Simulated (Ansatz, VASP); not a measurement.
## One calculation of Ni, two programs

The input INCAR:

```
ALGO = Normal ; EDIFF = 1E-6
ENCUT = 520 ; GGA = CA
ISIF = 2 ; ISMEAR = -1
ISPIN = 2 ; LASPH = T
LCHARG = F ; LMAXMIX = 4
LORBIT = 11 ; LREAL = F
LWAVE = F ; MAGMOM = 1 -1
NBANDS = 21 ; NELM = 150
PREC = Accurate ; SIGMA = 0.05
```

File KPOINTS:

```
k-points
0
Gamma
  16 16 9
```

POSCAR

```
Ni
1.0
    2.4480230000      0.0000000000      0.0000000000
   -1.2240110000      2.1200500000      0.0000000000
    0.0000000000      0.0000000000      4.0728080000
Ni
2
Direct
    0.3333333333      0.6666666667      0.2500000000
    0.6666666667      0.3333333333      0.7500000000
```

Input for Ansatz:

```yaml
crystal:
  lattice:
    - [2.448023, 0.0, 0.0]
    - [-1.224011, 2.12005, 0.0]
    - [0.0, 0.0, 4.072808]
  atoms:
    - { symbol: Ni, position: [0.3333333333333333, 0.6666666666666666, 0.25], spin: 1.0 }
    - { symbol: Ni, position: [0.6666666666666666, 0.3333333333333333, 0.75], spin: -1.0 }
basis:
  ecutwfc: 450.0
kpoints:
  mp_grid:
    grid: [16, 16, 9]
hamiltonian:
  xc: lda
magnetization:
  spin_polarized: true
scf:
  occupations:
    method: fermi_dirac
    width: 0.05
output:
  stress: true
```

Alike in both runs: task single point; functional LDA; k mesh 16 × 16 × 9; occupations fermi-dirac, width 0.05 eV; collinear spin.

|  | VASP | Ansatz |
| --- | --- | --- |
| version | VASP 6.6.1 | Ansatz 0.2.0 |
| potentials or method | VASP PAW LDA potentials, release 64 (Ni), cutoff 520 eV | plane waves, PAW |
| valence electrons in the cell | 20 | 36 |

|  | VASP | Ansatz | Ansatz less VASP |
| --- | --- | --- | --- |
| pressure (GPa) | -11.8 | -11.1 | +0.67 |
| traceless stress, the component that is largest in VASP (GPa) | -1.12 | -1.73 | -0.610 |
| net moment per atom (μB) | 0.00 | 0.59 | +0.593 |
| size of the moment on the site where the two differ most (μB) | 0.00 | 0.62 | +0.618 |

The net moments are unlike, so the other rows may belong to different states. LDA's correlation is that of Perdew and Zunger in VASP and of Perdew and Wang (1992) in Ansatz. Site moments also hang on the region over which each program counts them. VASP's potentials hold 20 valence electrons a cell and Ansatz's 36, so a difference there can come from the potentials and not from the codes. Ansatz's warnings: seeded moment not kept.
